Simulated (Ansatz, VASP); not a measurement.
**One calculation of CdF2, two programs**

```
CELL_PARAMETERS angstrom
0.00000 2.69400 2.69400
2.69400 0.00000 2.69400
2.69400 2.69400 0.00000
ATOMIC_POSITIONS crystal
Cd 0.00000 0.00000 0.00000
F 0.75000 0.75000 0.75000
F 0.25000 0.25000 0.25000
```

Alike in both runs: functional r2SCAN; k mesh 8 × 8 × 8; no spin polarisation.

|  | VASP | Ansatz |
| --- | --- | --- |
| version | VASP 6.6.1 | Ansatz 0.2.0 |
| potentials or method | VASP PAW PBE potentials, release 64 (Cd_sv_GW, F) | Ansatz PAW |
| plane-wave cutoff (eV) | 660 | 500 |
| occupations | gaussian, width 0.01 eV | fixed |
| valence electrons in the cell | 34 | 34 |
| task | single point | band structure |

```csv
,VASP,Ansatz,Ansatz less VASP
gap on the k mesh at the Fermi level (eV),3.79,3.79,+0.007
least direct gap on the mesh (eV),4.30,4.31,+0.003
pressure (GPa),-0.5,0.0,+0.53
```

VASP's potentials were made for PBE, not for r2SCAN.
